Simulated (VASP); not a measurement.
Set up this calculation in VASP 6.6.1, as the native input.

```yaml
Task: single point
Functional: r2SCAN
Potentials_or_basis: VASP PAW PBE potentials, release 64 (Na_pv, Cl)
Cutoff: 520 eV
k_mesh: 8 × 8 × 8
Occupations: gaussian, width 0.01 eV
Spin: no spin polarisation
Dipole_correction: no
Further_INCAR_settings: ALGO = Normal; EDIFF = 1e-06; NBANDS = 14
```

NaCl:

```xyz
2
Lattice="0.1447 3.1288 3.1288 3.1288 0.1447 3.1288 3.1288 3.1288 0.1447" Properties=species:S:1:pos:R:3 pbc="T T T"
Na    0.0328    0.0328    0.0328
Cl    1.5677    1.5677    1.5677
```

This cell differs from its parent crystal: epitaxial 111 strain -3.3%.

One way to write it, as run:

POSCAR

```
NaCl
1.0
    0.1446729538      3.1288308212      3.1288308212
    3.1288308212      0.1446729538      3.1288308212
    3.1288308212      3.1288308212      0.1446729538
Na Cl
1 1
Direct
    0.0051298763      0.0051298763      0.0051298763
    0.2448701237      0.2448701237      0.2448701237
```

INCAR.step1

```
PREC = Accurate ; ENCUT = 520
ISMEAR = 0 ; SIGMA = 0.01
LREAL = F ; LASPH = T
NELM = 80 ; NBANDS = 14
GGA = PE ; ALGO = Normal
EDIFF = 1E-4 ; LWAVE = T
LCHARG = F
```

INCAR.step2

```
PREC = Accurate ; ENCUT = 520
EDIFF = 1E-6 ; ISMEAR = 0
SIGMA = 0.01 ; LREAL = F
LASPH = T ; NELM = 80
ALGO = Normal ; ISIF = 2
LWAVE = F ; LCHARG = F
METAGGA = R2SCAN ; LMIXTAU = T
NBANDS = 14 ; ISTART = 1
```

KPOINTS

```
Automatic mesh
0
Gamma
  8 8 8
```

Potentials or basis: VASP PAW PBE potentials, release 64 (Na_pv, Cl).

Command:

```bash
$ cat potpaw_PBE.64/Na_pv/POTCAR potpaw_PBE.64/Cl/POTCAR > POTCAR
$ cp INCAR.step1 INCAR
$ mpirun -np 1 vasp_std > vasp.out
$ cp INCAR.step2 INCAR
$ mpirun -np 1 vasp_std > vasp.out
```

Results of the run:

```yaml
Pressure: 0.4 GPa
Largest_force: 0.007 eV/Å
Band_gap_on_the_k_mesh: 5.54 eV, direct
```

Caveat: the cell differs from its parent crystal (epitaxial 111 strain -3.3%); the PAW data sets were made with another functional, which shifts forces and pressure a little.

Wall time 2.1 min on 1 thread of Intel(R) Xeon(R) Platinum 8488C (Sapphire Rapids), with other jobs on the host, peak memory 0.23 GiB.
